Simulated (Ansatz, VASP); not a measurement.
# Two plane-wave programs on BP

```
B P
1.0
     0.00000    2.27421    2.27421
     2.27421    0.00000    2.27421
     2.27421    2.27421    0.00000
B P
1 1
Direct
  0.00000 0.00000 0.00000
  0.25000 0.25000 0.25000
```

Alike in both runs: task single point; functional PBE; k mesh 10 × 10 × 10; occupations gaussian, width 0.02 eV; no spin polarisation.

|  | VASP | Ansatz |
| --- | --- | --- |
| version | VASP 6.6.1 | Ansatz 0.2.0 |
| potentials or method | VASP PAW PBE potentials, release 64 (B, P), cutoff 500 eV | scalar-relativistic, plane waves, PAW |
| valence electrons in the cell | 8 | 8 |

```csv
,VASP,Ansatz,Ansatz less VASP
gap on the k mesh at the Fermi level (eV),1.25,1.25,+0.004
least direct gap on the mesh (eV),3.39,3.39,+0.003
pressure (GPa),-0.2,0.0,+0.23
```
